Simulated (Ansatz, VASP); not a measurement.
## Ni in VASP and in Ansatz

File INCAR:

```
SYSTEM = Ni
PREC = Accurate ; ENCUT = 520
EDIFF = 1E-6 ; ISMEAR = -1
SIGMA = 0.05 ; LREAL = .FALSE.
LASPH = .TRUE. ; NELM = 150
ALGO = Normal ; ISIF = 2
LWAVE = .FALSE. ; LCHARG = .FALSE.
ISPIN = 2 ; MAGMOM = 1
LORBIT = 11 ; LMAXMIX = 4
LDIPOL = .TRUE. ; IDIPOL = 3
DIPOL = 0.5 0.5 0.500 ; GGA = PE
NBANDS = 15
```

KPOINTS

```
regular mesh
0
G
  19 19 1
  0 0 0
```

The input POSCAR:

```
Ni
1.0
    2.4880368655      0.0000000000      0.0000000000
   -1.2440184327      2.1547031311      0.0000000000
    0.0000000000      0.0000000000     16.0000000000
Ni
1
Direct
    0.0000000000      0.0000000000      0.5000000000
```

Input for Ansatz:

```yaml
crystal:
  lattice:
    - [2.4880368655, 0.0, 0.0]
    - [-1.2440184327, 2.1547031311, 0.0]
    - [0.0, 0.0, 16.0]
  atoms:
    - { symbol: Ni, position: [0.0, 0.0, 0.5], spin: 1.0 }
magnetization:
  spin_polarized: true
kpoints:
  mp_grid: { grid: [19, 19, 1] }
scf:
  occupations: { method: fermi_dirac, width: 0.05 }
hamiltonian:
  xc: pbe
  pseudopotentials: { kind: all_electron, lapw: { basis_error: 0.001 } }
output:
  forces: true
  stress: true
  eigenvalues: true
  populations: true
  dos: { projected: true, de: 0.2, e_range: [-14, 8] }
efield:
  axis: 3
  amplitude: 0
  dipole_correction: true
```

Alike in both runs: task single point; functional PBE; k mesh 19 × 19 × 1; occupations fermi-dirac, width 0.05 eV; collinear spin.

|  | VASP | Ansatz |
| --- | --- | --- |
| version | VASP 6.6.1 | Ansatz 0.2.0 |
| potentials or method | VASP PAW PBE potentials, release 64 (Ni), cutoff 520 eV | all-electron LAPW, scalar-relativistic |

Ansatz gave:

```
net moment per atom (μB)                                      : 0.92
size of the moment on the site where the two differ most (μB) : 0.97
```

Question: What did VASP give for the same quantities?

Answer: net moment per atom (μB): 0.91; size of the moment on the site where the two differ most (μB): 0.94.

Site moments also hang on the region over which each program counts them. Ansatz ran all-electron here, and VASP with PAW potentials.
